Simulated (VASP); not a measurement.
Write the native input for VASP 6.6.1 that does the following.

* Task: single point
* Functional: LDA
* Potentials or basis: VASP PAW LDA potentials, release 64 (Se)
* Cutoff: 520 eV
* k mesh: 12 × 12 × 9
* Occupations: fermi-dirac, width 0.1 eV
* Spin: no spin polarisation
* Dipole correction: no
* Further INCAR settings: ALGO = Normal; EDIFF = 1e-06; NBANDS = 13

The structure of Se lies in POSCAR:

```
Se
1.0
    3.3843372234      0.0000000000      0.0000000000
   -1.6921686117      2.9309220104      0.0000000000
    0.0000000000      0.0000000000      3.6545658764
Se
2
Direct
    0.3333333333      0.6666666667      0.2500000000
    0.6666666667      0.3333333333      0.7500000000
```

This isn't the form of Se at room conditions, which is trigonal, of chains.

One way to write it, as run:

INCAR

```
PREC = Accurate ; ENCUT = 520
EDIFF = 1E-6 ; ISMEAR = -1
SIGMA = 0.1 ; LREAL = False
LASPH = True ; NELM = 60
ALGO = Normal ; ISIF = 2
LWAVE = False ; LCHARG = False
NBANDS = 13
```

KPOINTS

```
regular mesh
0
Gamma
  12 12 9
```

Potentials or basis: VASP PAW LDA potentials, release 64 (Se).

Launch:

```sh
$ cat potpaw_LDA.64/Se/POTCAR > POTCAR
$ mpirun -np 1 vasp_std > vasp.out
```

It gave:

```
Pressure               : 14.0 GPa
Band gap on the k mesh : zero (bands 6 and 7 overlap by 2.83 eV)
```

Caveat: the stress differs along the axes, from 12 to 19 GPa.

It took 35 s on 1 thread of Intel(R) Xeon(R) Platinum 8559C (Emerald Rapids), with other jobs on the host, peak memory 0.16 GiB.
